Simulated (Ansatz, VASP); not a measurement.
## KBr: VASP beside Ansatz

File POSCAR:

```
KBr
1.0
    3.9758690661      0.0000000000      0.0000000000
    0.0000000000      3.9758690661      0.0000000000
    0.0000000000      0.0000000000      3.9758690661
K Br
1 1
Direct
    0.0000000000      0.0000000000      0.0000000000
    0.5000000000      0.5000000000      0.5000000000
```

INCAR.step1

```
PREC     = Accurate       # precision mode
ENCUT    = 520            # plane-wave cutoff, eV
ISMEAR   = 0              # smearing method
SIGMA    = 0.01           # smearing width, eV
LREAL    = False          # projectors in reciprocal space
LASPH    = True           # aspherical terms in the spheres
NELM     = 80             # most SCF steps
NBANDS   = 15             # bands
GGA      = PE             # functional
ALGO     = Normal         # electronic algorithm
EDIFF    = 1E-4           # SCF threshold, eV
LWAVE    = True           # write WAVECAR
LCHARG   = False          # write CHGCAR
```

File INCAR.step2:

```
PREC     = Accurate       # precision mode
ENCUT    = 520            # plane-wave cutoff, eV
EDIFF    = 1E-6           # SCF threshold, eV
ISMEAR   = 0              # smearing method
SIGMA    = 0.01           # smearing width, eV
LREAL    = False          # projectors in reciprocal space
LASPH    = True           # aspherical terms in the spheres
NELM     = 80             # most SCF steps
ALGO     = Normal         # electronic algorithm
ISIF     = 2              # what is computed and relaxed
LWAVE    = False          # write WAVECAR
LCHARG   = True           # write CHGCAR
METAGGA  = R2SCAN         # meta-GGA
LMIXTAU  = True         
LELF     = True           # ELF
LVHAR    = True         
NBANDS   = 15             # bands
ISTART   = 1
```

The input KPOINTS:

```
regular mesh
0
Gamma
  6 6 6
```

Input for Ansatz:

```yaml
crystal:
  lattice:
    - [3.9758690661, 0.0, 0.0]
    - [0.0, 3.9758690661, 0.0]
    - [0.0, 0.0, 3.9758690661]
  atoms:
    - { symbol: K, position: [0.0, 0.0, 0.0] }
    - { symbol: Br, position: [0.5, 0.5, 0.5] }
kpoints:
  mp_grid: { grid: [6, 6, 6] }
  band_path:
    path:
      - [0.0, 0.0, 0.0]
      - [0.0, 0.5, 0.0]
      - [0.5, 0.5, 0.0]
      - [0.5, 0.5, 0.5]
      - [0.0, 0.5, 0.5]
    npoints: 1
hamiltonian:
  xc: r2scan
scf:
  occupations: { method: fixed }
  n_extra_bands: 4
output:
  forces: true
  stress: true
  eigenvalues: true
```

Alike in both runs: task single point; functional r2SCAN; k mesh 6 × 6 × 6; no spin polarisation.

|  | VASP | Ansatz |
| --- | --- | --- |
| version | VASP 6.6.1 | Ansatz 0.2.0 |
| potentials or method | VASP PAW PBE potentials, release 64 (K_sv, Br) | plane waves, PAW |
| plane-wave cutoff (eV) | 520 | 500 |
| occupations | gaussian, width 0.01 eV | fixed |
| valence electrons in the cell | 16 | 16 |

```tsv
	VASP	Ansatz	Ansatz less VASP
gap on the k mesh at the Fermi level (eV)	4.77	4.77	-0.004
pressure (GPa)	0.0	0.0	+0.01
```

VASP's potentials were made for PBE, not for r2SCAN.
